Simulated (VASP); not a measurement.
Input of a VASP 6.6.1 run:

File INCAR:

```
PREC     = Accurate       # precision mode
ENCUT    = 520            # plane-wave cutoff, eV
EDIFF    = 1E-6           # SCF threshold, eV
ISMEAR   = 0              # smearing method
SIGMA    = 0.15           # smearing width, eV
LREAL    = F              # projectors in reciprocal space
LASPH    = T              # aspherical terms in the spheres
NELM     = 80             # most SCF steps
ALGO     = Fast           # electronic algorithm
ISIF     = 2              # what is computed and relaxed
LWAVE    = F              # write WAVECAR
LCHARG   = F              # write CHGCAR
GGA      = PS             # functional
NBANDS   = 12             # bands
```

The input KPOINTS:

```
Automatic mesh
0
Gamma
  24 24 24
```

POSCAR

```
Ga
1.0
   -1.4461200000      1.4461200000      2.1955650000
    1.4461200000     -1.4461200000      2.1955650000
    1.4461200000      1.4461200000     -2.1955650000
Ga
1
Direct
    0.0000000000      0.0000000000      0.0000000000
```

Potentials or basis: VASP PAW PBE potentials, release 64 (Ga_d).

Run with:

```console
$ cat potpaw_PBE.64/Ga_d/POTCAR > POTCAR
$ mpirun -np 1 vasp_std > vasp.out
```

Q: What does it give for the pressure?

A: -1.9 GPa.

Q: Predict the band gap on the k mesh.

A: Zero (an odd number of electrons rules out a gap without spin polarisation).

Stress tensor (GPa, compression positive):
```
-1.97  0.00  0.00
 0.00 -1.97  0.00
 0.00  0.00 -1.71
```

Caveat: the cell differs from its parent crystal (strain +0.030 along x and y, -0.015 along z); the PAW data sets were made with another functional, which shifts forces and pressure a little.
